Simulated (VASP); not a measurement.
Input of a VASP 6.6.1 run:

File INCAR:

```
SYSTEM = HgTe
ALGO = Normal
EDIFF = 1E-8
ENCUT = 520
GGA = PS
ISIF = 2
ISMEAR = -1
LASPH = .True.
LCHARG = .False.
LEFG = .True.
LREAL = .False.
LWAVE = .False.
NBANDS = 16
NELM = 100
PREC = Accurate
SIGMA = 0.05
```

KPOINTS

```
k-points
0
Gamma
  9 9 9
  0 0 0
```

The input POSCAR:

```
HgTe
1.0
    0.0000000000      3.2235000000      3.2879700000
    3.2235000000      0.0000000000      3.2879700000
    3.2235000000      3.2235000000      0.0000000000
Hg Te
1 1
Direct
    0.0000000000      0.0000000000      0.0000000000
    0.7500000000      0.7500000000      0.7500000000
```

Potentials or basis: VASP PAW PBE potentials, release 64 (Hg, Te).

Command:

```sh
$ cat potpaw_PBE.64/Hg/POTCAR potpaw_PBE.64/Te/POTCAR > POTCAR
$ mpirun -np 1 vasp_std > vasp.out
```

Q: What does it give for the pressure?

A: 0.5 GPa.

Q: What does it give for the band gap on the k mesh?

A: Zero (filled and empty bands touch).

Electric field gradients, principal values (V/Å²):
| atom | least | middle | greatest (by size) |
| --- | --- | --- | --- |
| 1 Hg | 6.270 | 6.270 | -12.541 |
| 2 Te | -4.986 | -4.987 | 9.973 |

Caveat: the cell differs from its parent crystal (zz strain of +2 %); semilocal functionals underestimate gaps, so a narrow gap can read as zero; without QUAD_EFG the Cq values of the log hold for a quadrupole moment of 1 mb, not for the nuclei; the PAW data sets were made with another functional, which shifts forces and pressure a little; spin-orbit coupling is left out, which moves the levels of the heavy elements.
